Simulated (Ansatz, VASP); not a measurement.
**Bi in VASP and in Ansatz**

Contents of INCAR:

```
SYSTEM = Bi
PREC = Accurate ; ENCUT = 520
EDIFF = 1E-8 ; ISMEAR = -1
SIGMA = 0.03 ; LREAL = .False.
LASPH = .True. ; NELM = 80
ALGO = Normal ; ISIF = 2
LWAVE = .False. ; LCHARG = .False.
GGA = PE ; LEFG = .True.
NBANDS = 22
```

The input KPOINTS:

```
Automatic mesh
0
Gamma
  9 9 3
  0 0 0
```

File POSCAR:

```
Bi
1.0
    4.5765144001      0.0000000000      0.0000000000
   -2.2882572001      3.9633777313      0.0000000000
    0.0000000000      0.0000000000     11.9267647641
Bi
2
Direct
    0.3333333333      0.6666666667      0.2500000000
    0.6666666667      0.3333333333      0.7500000000
```

Input for Ansatz:

```yaml
crystal:
  lattice:
    - [4.5765144001, 0.0, 0.0]
    - [-2.2882572001, 3.9633777313, 0.0]
    - [0.0, 0.0, 11.9267647641]
  atoms:
    - { symbol: Bi, position: [0.3333333333, 0.6666666667, 0.25] }
    - { symbol: Bi, position: [0.6666666667, 0.3333333333, 0.75] }
kpoints:
  mp_grid: { grid: [9, 9, 3] }
scf:
  occupations: { method: fermi_dirac, width: 0.03 }
hamiltonian:
  xc: pbe
  pseudopotentials: { kind: paw }
output:
  forces: true
  stress: true
  eigenvalues: true
  efg: { contact_densities: true }
```

Change from the starting cell: volume scaled by 1.025, PAW files.

Alike in both runs: task electric field gradients; functional PBE; k mesh 9 × 9 × 3; occupations fermi-dirac, width 0.03 eV; no spin polarisation.

|  | VASP | Ansatz |
| --- | --- | --- |
| version | VASP 6.6.1 | Ansatz 0.2.0 |
| potentials or method | VASP PAW PBE potentials, release 64 (Bi_d) | PAW with Ansatz's default frozen-core files, scalar-relativistic |
| plane-wave cutoff (eV) | 520 | 420 |
| valence electrons in the cell | 30 | 30 |

|  | VASP | Ansatz | Ansatz less VASP |
| --- | --- | --- | --- |
| pressure (GPa) | -3.2 | -3.1 | +0.02 |
| traceless stress, the component that is largest in VASP (GPa) | 2.84 | 2.84 | 0.000 |
| size of Vzz on the site where it differs most (V/Å²) | 138.6 | 133.9 | -4.71 |

Spin-orbit coupling is off throughout.
